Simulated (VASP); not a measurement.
# KCl (P6_3/mmc) in VASP: a series of runs

Runs on KCl. Level: PBE. Tasks: single point.

All numbers are computed with VASP 6.6.1; they aren't measurements. Logs are shortened: lines on timing, memory, paths and dates and some standing lists are left out, and cuts for length are marked.

## (1) The cell of the first run

It takes space group P6_3/mmc (No. 194, hexagonal). The conventional cell has a = 4.340 Å, b = 4.340 Å, c = 7.636 Å, α = 90.00°, β = 90.00°, γ = 120.00°. Within 4.1 Å of K (site symmetry -3m) lie 6 Cl at 3.15 Å and 2 K at 3.82 Å. Within 4.1 Å of Cl (site symmetry -6m2) lie 6 K at 3.15 Å.

## (2) Single point, PBE

INCAR reads:

```
SYSTEM = KCl
  PREC = Accurate
  ENCUT = 520
  EDIFF = 1E-6
  ISMEAR = 0
  SIGMA = 0.01
  LREAL = .False.
  LASPH = .True.
  NELM = 80
  ALGO = Normal
  ISIF = 2
  LWAVE = .False.
  LCHARG = .False.
  GGA = PE
  NBANDS = 24
```

KPOINTS reads:

```
Automatic mesh
0
Gamma
  6 6 4
  0 0 0
```

POSCAR reads:

```
KCl
1.0
    4.3400788661      0.0000000000      0.0000000000
   -2.1700394331      3.7586185525      0.0000000000
    0.0000000000      0.0000000000      7.6359739997
K Cl
2 2
Direct
    0.0000000000      0.0000000000      0.0000000000
    0.0000000000      0.0000000000      0.5000000000
    0.3333333333      0.6666666667      0.2500000000
    0.6666666667      0.3333333333      0.7500000000
```

Potentials or basis: VASP PAW PBE potentials, release 64 (K_sv, Cl).

On the command line:

```
$ cat potpaw_PBE.64/K_sv/POTCAR potpaw_PBE.64/Cl/POTCAR > POTCAR
$ mpirun -np 1 vasp_std > vasp.out
```

OUTCAR:

```text
SYSTEM = KCl
   PREC = Accurate
   ENCUT = 520
   EDIFF = 1E-6
   ISMEAR = 0
   LREAL = .False.
   LASPH = .True.
   NELM = 80
   ISIF = 2
   GGA = PE

 ion  position               nearest neighbor table
   1  0.000  0.000  0.000-   3 3.15   4 3.15   4 3.15   3 3.15   4 3.15   3 3.15
   2  0.000  0.000  0.500-   3 3.15   4 3.15   4 3.15   3 3.15   4 3.15   3 3.15
   3  0.333  0.667  0.250-   1 3.15   2 3.15   1 3.15   2 3.15   1 3.15   2 3.15
   4  0.667  0.333  0.750-   1 3.15   2 3.15   1 3.15   2 3.15   1 3.15   2 3.15

  LATTYP: Found a hexagonal cell.
 ALAT       =     4.3400788661
 C/A-ratio  =     1.7594090419

  Lattice vectors:

 A1 = (   4.3400788661,   0.0000000000,   0.0000000000)
 A2 = (  -2.1700394331,   3.7586185525,   0.0000000000)
 A3 = (   0.0000000000,   0.0000000000,   7.6359739997)

Analysis of symmetry for initial positions (statically):
=====================================================================
 Subroutine PRICEL returns:
 Original cell was already a primitive cell.

 Routine SETGRP: Setting up the symmetry group for a
 hexagonal supercell.

 Subroutine GETGRP returns: Found 24 space group operations
 (whereof 12 operations were pure point group operations)
 out of a pool of 24 trial point group operations.

The static configuration has the point symmetry D_3d.
 The point group associated with its full space group is D_6h.

Analysis of symmetry for dynamics (positions and initial velocities):
=====================================================================
 Subroutine PRICEL returns:
 Original cell was already a primitive cell.

 Routine SETGRP: Setting up the symmetry group for a
 hexagonal supercell.

 Subroutine GETGRP returns: Found 24 space group operations
 (whereof 12 operations were pure point group operations)
 out of a pool of 24 trial point group operations.

The dynamic configuration has the point symmetry D_3d.
 The point group associated with its full space group is D_6h.

 Subroutine INISYM returns: Found 24 space group operations
 (whereof 12 operations are pure point group operations),
 and found     1 'primitive' translations

----------------------------------------------------------------------------------------

                                     Primitive cell

  volume of cell :     124.5634

  direct lattice vectors                    reciprocal lattice vectors
     4.340078866  0.000000000  0.000000000     0.230410560  0.133027599  0.000000000
    -2.170039433  3.758618553  0.000000000     0.000000000  0.266055197  0.000000000
     0.000000000  0.000000000  7.635974000     0.000000000  0.000000000  0.130959063

  length of vectors
     4.340078866  4.340078866  7.635974000     0.266055197  0.266055197  0.130959063

  position of ions in fractional coordinates (direct lattice)
     0.000000000  0.000000000  0.000000000
     0.000000000  0.000000000  0.500000000
     0.333333333  0.666666667  0.250000000
     0.666666667  0.333333333  0.750000000

  ion indices of the primitive-cell ions
   primitive index   ion index
                 1           1
                 2           2
                 3           3
                 4           4

----------------------------------------------------------------------------------------

 KPOINTS: Automatic mesh

Automatic generation of k-mesh.
 Grid dimensions read from file:
 generate k-points for:    6    6    4

 Generating k-lattice:

  Cartesian coordinates                     Fractional coordinates (reciprocal lattice)
     0.038401760  0.022171266  0.000000000     0.166666667 -0.000000000  0.000000000
     0.000000000  0.044342533  0.000000000     0.000000000  0.166666667  0.000000000
     0.000000000  0.000000000  0.032739766     0.000000000  0.000000000  0.250000000

  Length of vectors
     0.044342533  0.044342533  0.032739766

  Shift w.r.t. Gamma in fractional coordinates (k-lattice)
     0.000000000  0.000000000  0.000000000

 Subroutine IBZKPT returns following result:
 ===========================================

 Found     21 irreducible k-points:

 Following reciprocal coordinates:
            Coordinates               Weight
  0.000000  0.000000  0.000000      1.000000
  0.166667  0.000000  0.000000      6.000000
  0.333333  0.000000  0.000000      6.000000
  0.500000  0.000000  0.000000      3.000000
  0.166667  0.166667  0.000000      6.000000
  0.333333  0.166667  0.000000     12.000000
[... 13 lines left out ...]
  0.333333  0.166667  0.500000     12.000000
  0.333333  0.333333  0.500000      2.000000
   k-points           NKPTS =     21   k-points in BZ     NKDIM =     21   number of bands    NBANDS=     24
   number of dos      NEDOS =    301   number of ions     NIONS =      4
   total plane-waves  NPLWV =  61440
   dimension x,y,z NGX =    32 NGY =   32 NGZ =   60
   dimension x,y,z NGXF=    64 NGYF=   64 NGZF=  120
   ions per type =               2   2
   NGX,Y,Z   is equivalent  to a cutoff of  12.26, 12.26, 13.06 a.u.
   NGXF,Y,Z  is equivalent  to a cutoff of  24.52, 24.52, 26.13 a.u.
 SYSTEM =  KCl
   PREC   = accura    normal or accurate (medium, high low for compatibility)
   ISTART =      0    job   : 0-new  1-cont  2-samecut
   ICHARG =      2    charge: 1-file 2-atom 10-const
   ISPIN  =      1    spin polarized calculation?
   LNONCOLLINEAR =      F non collinear calculations
   LSORBIT =      F    spin-orbit coupling
   LASPH  =      T    aspherical Exc in radial PAW
   ENCUT  =  520.0 eV  38.22 Ry    6.18 a.u.   8.07  8.07 14.20*2*pi/ulx,y,z
   NELM   =     80;   NELMIN=  2; NELMDL= -5     # of ELM steps
   EDIFF  = 0.1E-05   stopping-criterion for ELM
   LREAL  =      F    real-space projection
   EDIFFG = 0.1E-04   stopping-criterion for IOM
   NSW    =      0    number of steps for IOM
   IBRION =     -1    ionic relax: 0-MD 1-quasi-New 2-CG
   NFREE  =      0    steps in history (QN), initial steepest desc. (CG)
   ISIF   =      2    stress and relaxation
   ISYM   =      2    0-nonsym 1-usesym 2-fastsym
   POTIM  = 0.5000    time-step for ionic-motion
   TEBEG  =    0.0;   TEEND  =   0.0 temperature during run
   PSTRESS=    0.0 pullay stress
   NELECT =      32.0000    total number of electrons
   NUPDOWN=      -1.0000    fix difference up-down
   EMIN   =  10.00;   EMAX   =-10.00  energy-range for DOS
   EFERMI =   0.00;   METHOD = LEGACY
   ISMEAR =     0;   SIGMA  =   0.01  broadening in eV -4-tet -1-fermi 0-gaus
   EFERMI_NEDOS =   21; number of points for ismear=-14 and -15
   IALGO  =     38    algorithm
   IMIX   =      4    mixing-type and parameters
     AMIX     =   0.40;   BMIX     =  1.00
     AMIX_MAG =   1.60;   BMIX_MAG =  1.00
  volume/ion in A,a.u.               =      31.14       210.15
  Fermi-wavevector in a.u.,A,eV,Ry     =   1.040706  1.966649 14.736048  1.083069
  Thomas-Fermi vector in A             =   2.175294
   LORBIT       =      0    0 simple, 1 ext, 2 COOP (PROOUT), +10 PAW based schemes
   GGA     = PE    functional components
   LHFCALC =     F    Hartree Fock is set to
   AEXX    =    0.0000 exact exchange contribution
   IVDW    =     0    specifies the selected vdW correction
   LEPSILON=     F    determine dielectric tensor
   LRPA    =     F    only Hartree local field effects (RPA)
 non-spin polarized calculation
 Gauss-broadening in eV      SIGMA  =   0.01
  energy-cutoff  :      520.00
  volume of cell :      124.56
 maximum number of plane-waves:      3372
   NGX = 17   NGY = 17   NGZ = 29

 number of electron      31.9999999 magnetization

 Free energy of the ion-electron system (eV)
  ---------------------------------------------------
  ext. energy  EPLUGINS =         0.00000000
  ---------------------------------------------------
  free energy    TOTEN  =       -13.49304253 eV

  energy without entropy =      -13.49304253  energy(sigma->0) =      -13.49304253

 E-fermi :  -1.7042     XC(G=0):  -7.5382

 val. band max:       -1.7699088102   @ k =   0.0000   0.0000   0.0000
 cond. band min:       3.3546564845   @ k =   0.0000   0.0000   0.0000
 fundamental gap:      5.1245652947
 Fermi energy:        -1.7042173200

 k-point     1 :       0.0000    0.0000    0.0000
  band No.  band energies     occupation
      1     -29.1384      2.00000
      2     -29.1172      2.00000
      3     -14.1981      2.00000
      4     -13.9436      2.00000
      5     -12.5999      2.00000
      6     -12.5999      2.00000
[... 16 lines left out ...]
     23       7.0487      0.00000
     24       7.0487      0.00000

 k-point     2 :       0.1667    0.0000    0.0000
  band No.  band energies     occupation
      1     -29.1359      2.00000
      2     -29.1152      2.00000
      3     -14.1333      2.00000
      4     -13.9853      2.00000
      5     -12.6091      2.00000
      6     -12.5988      2.00000
[... 16 lines left out ...]
     23       7.3519      0.00000
     24       7.4007      0.00000

 k-point     3 :       0.3333    0.0000    0.0000
  band No.  band energies     occupation
      1     -29.1311      2.00000
      2     -29.1111      2.00000
      3     -14.0964      2.00000
      4     -13.9400      2.00000
      5     -12.6707      2.00000
      6     -12.6673      2.00000
[... 16 lines left out ...]
     23       8.1595      0.00000
     24       8.1988      0.00000
[... 433 lines left out ...]
 k-point    20 :       0.3333    0.1667    0.5000
  band No.  band energies     occupation
      1     -29.1188      2.00000
      2     -29.1188      2.00000
      3     -13.9975      2.00000
      4     -13.9975      2.00000
      5     -12.6673      2.00000
      6     -12.6673      2.00000
[... 16 lines left out ...]
     23       8.4783      0.00000
     24       8.4783      0.00000

 k-point    21 :       0.3333    0.3333    0.5000
  band No.  band energies     occupation
      1     -29.1177      2.00000
      2     -29.1177      2.00000
      3     -13.9854      2.00000
      4     -13.9854      2.00000
      5     -12.6847      2.00000
      6     -12.6847      2.00000
[... 16 lines left out ...]
     23       8.1444      0.00000
     24       8.1494      0.00000

------------------------ aborting loop because EDIFF is reached ----------------------------------------

  FORCE on cell =-STRESS in cart. coord.  units (eV):
  Direction    XX          YY          ZZ          XY          YZ          ZX
  --------------------------------------------------------------------------------------
  -------------------------------------------------------------------------------------
  Total        0.6232009      0.6232009      0.6614588     -0.0000000      0.0000000      0.0000000
  in kB        8.0158275      8.0158275      8.5079135     -0.0000000      0.0000000      0.0000000
  external PRESSURE =       8.1798562 kB  Pullay stress =       0.0000000 kB

 VOLUME and BASIS-vectors are now :
 -----------------------------------------------------------------------------
  energy-cutoff  :      520.00
  volume of cell :      124.56
      direct lattice vectors                 reciprocal lattice vectors
     4.340078866  0.000000000  0.000000000     0.230410560  0.133027599  0.000000000
    -2.170039433  3.758618553  0.000000000     0.000000000  0.266055197  0.000000000
     0.000000000  0.000000000  7.635974000     0.000000000  0.000000000  0.130959063

 POSITION                                       TOTAL-FORCE (eV/Angst)
 -----------------------------------------------------------------------------------
      0.00000      0.00000      0.00000         0.000000      0.000000     -0.000000
      0.00000      0.00000      3.81799         0.000000      0.000000     -0.000000
     -0.00000      2.50575      1.90899        -0.000000      0.000000      0.000000
      2.17004      1.25287      5.72698         0.000000     -0.000000     -0.000000
 -----------------------------------------------------------------------------------
    total drift:                                0.000000     -0.000000      0.000000

  FREE ENERGIE OF THE ION-ELECTRON SYSTEM (eV)
  ---------------------------------------------------
  free  energy   TOTEN  =       -13.4930425293 eV

  energy  without entropy=      -13.4930425293  energy(sigma->0) =      -13.49304253
```

Run time: 98 s. Hardware: 1 thread of Intel Xeon 8259CL, shared host; peak memory 0.25 GiB.

What came out:

```
Free energy            : -13.4930 eV
Pressure               : 0.8 GPa
Band gap on the k mesh : 5.12 eV
```

A k mesh can miss the band edges.

## (3) Single point, PBE

INCAR reads:

```
PREC = Accurate
ENCUT = 520
EDIFF = 1E-6
ISMEAR = 0
SIGMA = 0.01
LREAL = False
LASPH = True
NELM = 60
ALGO = Normal
ISIF = 2
LWAVE = False
LCHARG = False
GGA = PE
NBANDS = 24
```

KPOINTS reads:

```
Automatic mesh
0
Gamma
  6 6 4
```

POSCAR is that of step 2.

Potentials or basis: VASP PAW PBE potentials, release 64 (K_sv, Cl).

On the command line:

```
$ cat potpaw_PBE.64/K_sv/POTCAR potpaw_PBE.64/Cl/POTCAR > POTCAR
$ mpirun -np 1 vasp_std > vasp.out
```

Wall time 75 s (1 thread of Intel Xeon 8259CL, shared host); peak memory 0.25 GiB.

The run converged. Its results:

| Property | Result |
| --- | --- |
| Free energy | -13.4930 eV |
| Pressure | 0.8 GPa |
| Band gap on the k mesh | 5.12 eV |

Levels at points of the mesh, in eV from the valence-band top:
```
           k point  band 12  band 13  band 14  band 15  band 16  band 17  band 18  band 19  band 20  band 21
(0.00, 0.00, 0.00)    -0.27    -0.27    -0.15     0.00     0.00     5.12     7.34     7.57     8.59     8.64
(0.50, 0.00, 0.00)    -0.63    -0.54    -0.44    -0.34    -0.21     6.77     7.79     7.81     8.42     9.51
(0.00, 0.00, 0.50)    -0.69    -0.14    -0.14    -0.14    -0.14     6.32     6.32     7.98     7.98     9.13
(0.50, 0.00, 0.50)    -0.91    -0.42    -0.42    -0.28    -0.28     7.40     7.40     7.88     7.88     9.68
```

A k mesh can miss the band edges.
